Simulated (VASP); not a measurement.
Here is a VASP 6.6.1 calculation.

The input INCAR:

```
SYSTEM = C
PREC = Accurate ; ENCUT = 520
EDIFF = 1E-7 ; ISMEAR = 0
SIGMA = 0.02 ; LREAL = .False.
LASPH = .True. ; NELM = 120
ALGO = Normal ; ISIF = 2
LWAVE = .False. ; LCHARG = .False.
IBRION = 2 ; NSW = 60
EDIFFG = -0.002 ; GGA_COMPAT = .False.
NELMIN = 4
```

The input KPOINTS:

```
regular mesh
0
Gamma
  9 9 6
  0 0 0
```

Contents of POSCAR:

```
C
1.0
    2.4582055290      0.0000000000      0.0000000000
   -1.2291027645      2.1288684358      0.0000000000
    0.0000000000      0.0000000000      4.0945232323
C
4
Direct
    0.3333333333      0.6666666667     -0.0001691602
    0.6666666667      0.3333333333      0.4998308398
    0.3333333333      0.6666666667      0.3741691602
    0.6666666667      0.3333333333      0.8741691602
```

Potentials or basis: VASP PAW LDA potentials, release 64 (C).

The run is started by

```console
$ cat potpaw_LDA.64/C/POTCAR > POTCAR
$ mpirun -np 1 vasp_std > vasp.out
```

Task: Predict the band gap on the k mesh.

Result: 2.88 eV (least direct gap 5.00 eV).

Task: What does it give for the energy gained by relaxing?

Result: 0.0 meV/atom.

Final structure:
```
C
1.0
     2.45821    0.00000    0.00000
    -1.22910    2.12887    0.00000
     0.00000    0.00000    4.09452
C
4
Direct
  0.33333 0.66667 0.99996
  0.66667 0.33333 0.49996
  0.33333 0.66667 0.37404
  0.66667 0.33333 0.87404
```

Caveat: the cell differs from its parent crystal (strained cell). A k mesh can miss the band edges.
